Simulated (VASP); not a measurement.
CoSi2: single point with PBEsol

The system is CoSi2.

```
Co Si
1.0
     0.00000    2.69133    2.69133
     2.69133    0.00000    2.69133
     2.69133    2.69133    0.00000
Co Si
1 2
Cartesian
  0.0000 0.0000 0.0000
  1.3457 1.3457 1.3457
  4.0370 4.0370 4.0370
```

```
Program             : VASP 6.6.1
Task                : single point
Functional          : PBEsol
Potentials or basis : VASP PAW PBE potentials, release 64 (Co, Si)
Cutoff              : 520 eV
k mesh              : 14 × 14 × 14
Occupations         : gaussian, width 0.15 eV
Spin                : collinear spin, ferromagnetic start
Starting moments    : [1.375, 0.0, 0.0] μB
Fixed moment        : 1.375 μB
```

* Pressure: 1.1 GPa
* Net moment: 1.37 μB per cell
* Site moments: Co +0.88; Si +0.11 μB
* Valence electrons inside the program's atomic spheres: Co 8.79; Si 1.60

Wall time 2.4 min on 1 thread of AMD EPYC 7R43 64-Core Processor (Zen 3) (shared host), peak memory 0.22 GiB.

Caveat: the PAW data sets were made with another functional, which shifts forces and pressure a little; the total moment is fixed, so each spin has its own Fermi level.
